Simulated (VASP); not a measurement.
**H18CO9: single point with PBE+D3(BJ)**

The system is H18CO9.

```
O H C
1.0
     6.91809    0.00000    0.00000
     0.00000    6.91809    0.00000
     0.00000    0.00000    6.91809
O H C
9 18 1
Direct
  0.38402 0.76754 0.51845
  0.87693 0.70606 0.14982
  0.23431 0.04735 0.85347
  0.92930 0.38648 0.32727
  0.50067 0.81008 0.11824
  0.02300 0.74484 0.74555
  0.03423 0.01063 0.33133
  0.42535 0.48417 0.85680
  0.58801 0.30052 0.56667
  0.39647 0.86687 0.62251
  0.36669 0.65569 0.58899
  0.95896 0.81449 0.18916
  0.73393 0.74357 0.15272
  0.18572 0.17327 0.88063
  0.12381 0.97147 0.81045
  0.90771 0.51563 0.25951
  0.81294 0.35338 0.40774
  0.46371 0.77553 0.25423
  0.41243 0.90917 0.05698
  0.99322 0.65852 0.64398
  0.95298 0.69856 0.85450
  0.99342 0.97050 0.45949
  0.99763 0.15075 0.31947
  0.44997 0.59490 0.93573
  0.54155 0.41877 0.80612
  0.30133 0.25146 0.49187
  0.50102 0.21961 0.30014
  0.45891 0.24977 0.45096
```

```json
{
  "Program": "VASP 6.6.1",
  "Task": "single point",
  "Functional": "PBE",
  "Dispersion": "D3(BJ)",
  "Potentials or basis": "VASP PAW PBE potentials, release 64 (O, H, C)",
  "Cutoff": "520 eV",
  "k mesh": "1 × 1 × 1",
  "Occupations": "fermi-dirac, width 0.02 eV",
  "Spin": "no spin polarisation",
  "Dipole correction": "no",
  "Further INCAR settings": "LREAL = Auto; ALGO = Normal; EDIFF = 1e-06; NBANDS = 58"
}
```

The pressure is -0.4 GPa. The largest force is 3.480 eV/Å, the band gap on the k mesh is 3.38 eV and the dispersion energy per atom is -0.031 eV.

Forces in eV/Å, atoms in the order of the input:
```
O    0.712  3.259 -0.989
O   -1.260 -0.606 -0.746
O    0.783 -0.609 -0.009
O   -0.659 -0.528  0.936
O   -0.455  0.134  0.072
O    0.539  1.152 -0.082
O    0.069  0.340 -0.041
O   -0.572 -1.221 -0.867
O   -0.822 -0.801 -1.258
H   -0.235 -0.554 -0.888
H   -0.352 -2.786  1.791
H   -0.242  0.707  0.431
H    1.410  0.290 -0.301
H   -0.055  1.126  0.283
H   -0.151 -0.568 -0.121
H   -0.044 -0.297  0.070
H    0.711  0.593 -0.509
H   -0.520  0.781 -0.651
H    0.472 -0.812  0.806
H   -0.153 -0.910 -1.282
H   -0.705 -0.343  1.481
H    0.084 -0.007  0.114
H    0.106 -0.275 -0.145
H    0.709  0.776  0.792
H   -0.458  0.576  0.321
H    0.612 -0.219 -0.088
H   -0.202 -0.278 -0.160
C    0.679  1.079  1.039
```

Stress tensor (GPa, compression positive):
```
-1.72  0.68 -0.61
 0.68  1.30  0.23
-0.61  0.23 -0.81
```

Levels at points of the mesh, in eV from the valence-band top:
```tsv
k point	band 36	band 37	band 38	band 39	band 40	band 41
(0.00, 0.00, 0.00)	-0.23	-0.06	0.00	3.38	4.71	7.38
```

It took 45 s on 1 thread of Intel(R) Xeon(R) Platinum 8259CL CPU @ 2.50GHz (Skylake/Cascade Lake), on a shared host, peak memory 0.35 GiB.

Caveat: the k points lie up to 0.91 Å⁻¹ apart.
